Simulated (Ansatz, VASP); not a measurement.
**ZnSe in VASP and in Ansatz**

```
Zn Se
1.0
     4.10304    0.00000    0.00000
     0.00000    4.10304    0.00000
     0.00000    0.00000    5.41517
Zn Se
2 2
Cartesian
  0.0000 0.0000 0.0000
  2.0515 2.0515 0.0000
  0.0000 2.0515 1.2085
  2.0515 0.0000 4.2067
```

Alike in both runs: task single point; functional LDA; k mesh 8 × 8 × 6; occupations gaussian, width 0.05 eV; no spin polarisation.

|  | VASP | Ansatz |
| --- | --- | --- |
| version | VASP 6.6.1 | Ansatz 0.2.0 |
| potentials or method | VASP PAW LDA potentials, release 64 (Zn, Se), cutoff 520 eV | scalar-relativistic, plane waves, PAW |
| valence electrons in the cell | 36 | 56 |

```csv
,VASP,Ansatz,Ansatz less VASP
gap on the k mesh at the Fermi level (eV),0.76,0.75,-0.007
least direct gap on the mesh (eV),0.76,0.75,-0.007
pressure (GPa),6.8,6.3,-0.46
"traceless stress, the component that is largest in VASP (GPa)",0.76,0.90,+0.140
rms of the force components (eV/Å),0.860,0.826,-0.0336
```

LDA's correlation is that of Perdew and Zunger in VASP and of Perdew and Wang (1992) in Ansatz. Atom by atom the forces differ by 0.034 eV/Å (rms over components). VASP's potentials hold 36 valence electrons a cell and Ansatz's 56, so a difference there can come from the potentials and not from the codes.
